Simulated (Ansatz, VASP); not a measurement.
# One calculation of HfC, two programs

```
Hf C
1.0
     3.16092    0.00000    0.00000
    -1.58046    2.73744    0.00000
     0.00000    0.00000    2.87029
Hf C
1 1
Direct
  0.00000 0.00000 0.00000
  0.33333 0.66667 0.50000
```

Alike in both runs: task single point; functional PBE; k mesh 14 × 14 × 13; occupations fermi-dirac, width 0.08 eV; no spin polarisation.

|  | VASP | Ansatz |
| --- | --- | --- |
| version | VASP 6.6.1 | Ansatz 0.2.0 |
| potentials or method | VASP PAW PBE potentials, release 64 (Hf_pv, C) | PAW with Ansatz's default frozen-core files, scalar-relativistic |
| plane-wave cutoff (eV) | 520 | 420 |
| valence electrons in the cell | 14 | 30 |

```csv
,VASP,Ansatz,Ansatz less VASP
gap on the k mesh at the Fermi level (eV),none,none,-
pressure (GPa),13.0,13.8,+0.81
"traceless stress, the component that is largest in VASP (GPa)",-0.43,0.02,+0.444
```

A gap of «none» marks a metal or a gap that the smearing closes. With one functional, cell and mesh, what is left measures potentials, basis and numerics. VASP's potentials hold 14 valence electrons a cell and Ansatz's 30, so a difference there can come from the potentials and not from the codes.

Spin-orbit coupling is off throughout.
